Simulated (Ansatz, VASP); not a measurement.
Al2Ru: VASP beside Ansatz

The input INCAR:

```
SYSTEM = Al2Ru
ALGO = Fast ; EDIFF = 1E-6
ENCUT = 520 ; GGA = PS
ISIF = 2 ; ISMEAR = 1
LASPH = .TRUE. ; LCHARG = .FALSE.
LREAL = .FALSE. ; LWAVE = .FALSE.
NBANDS = 17 ; NELM = 80
PREC = Accurate ; SIGMA = 0.05
```

Contents of KPOINTS:

```
k-points
0
G
  18 18 18
  0 0 0
```

File POSCAR:

```
Al2Ru
1.0
   -1.5604216200      1.5604216200      4.2218055900
    1.5604216200     -1.5604216200      4.2218055900
    1.5604216200      1.5604216200     -4.2218055900
Al Ru
2 1
Direct
    0.6592021900      0.6592021900      0.0000000000
    0.3407978100      0.3407978100      0.0000000000
    0.0000000000      0.0000000000      0.0000000000
```

Input for Ansatz:

```yaml
crystal:
  lattice:
    - [-1.56042162, 1.56042162, 4.22180559]
    - [1.56042162, -1.56042162, 4.22180559]
    - [1.56042162, 1.56042162, -4.22180559]
  atoms:
    - { symbol: Al, position: [0.65920219, 0.65920219, 0.0] }
    - { symbol: Al, position: [0.34079781, 0.34079781, 0.0] }
    - { symbol: Ru, position: [0.0, 0.0, 0.0] }
basis:
  ecutwfc: 420
kpoints:
  mp_grid: { grid: [18, 18, 18] }
hamiltonian:
  xc: pbesol
scf:
  occupations: { method: cold, width: 0.05 }
output:
  forces: true
  stress: true
  eigenvalues: true
```

Alike in both runs: task single point; functional PBEsol; k mesh 18 × 18 × 18; no spin polarisation.

|  | VASP | Ansatz |
| --- | --- | --- |
| version | VASP 6.6.1 | Ansatz 0.2.0 |
| potentials or method | VASP PAW PBE potentials, release 64 (Al, Ru_pv), cutoff 520 eV | scalar-relativistic, plane waves, PAW |
| occupations | methfessel-paxton of order 1, width 0.05 eV | cold, width 0.05 eV |
| valence electrons in the cell | 20 | 22 |

```csv
,VASP,Ansatz,Ansatz less VASP
gap on the k mesh at the Fermi level (eV),none,none,-
pressure (GPa),-0.4,-0.4,-0.08
"traceless stress, the component that is largest in VASP (GPa)",-0.37,-0.41,-0.031
rms of the force components (eV/Å),0.019,0.020,+0.0009
```

VASP's potentials were made for PBE, not for PBEsol. Atom by atom the forces differ by 0.001 eV/Å (rms over components). A gap of «none» marks a metal or a gap that the smearing closes. VASP's potentials hold 20 valence electrons a cell and Ansatz's 22, so a difference there can come from the potentials and not from the codes.
